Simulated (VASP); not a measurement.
Runs of VASP 6.6.1 on LiCl. The structure is that of space group Fm-3m (No. 225), or close to it. The cells are those of the table. 

| cell | gap on the mesh (eV) |
| --- | --- |
| a = 3.731 Å, angles 60.0°, 2 atoms | (a) |
| a = 3.615 Å, angles 60.0°, 2 atoms | (b) |
| a = 3.490 Å, angles 60.0°, 2 atoms | 6.87 |
| a = 3.554 Å, angles 60.0°, 2 atoms | 6.71 |
| a = 3.674 Å, angles 60.0°, 2 atoms | 6.12 |

Alike in all rows: task single point; level PBE; potentials or basis VASP PAW PBE potentials, release 64 (Li_sv, Cl); no spin polarisation; k mesh 4 × 4 × 4; cutoff (eV) 520; smearing gaussian 0.01 eV.

Estimate the missing entries.

(a) 5.88; (b) 6.40.

Caveats: all runs use coarse meshes.

A k mesh can miss the band edges.
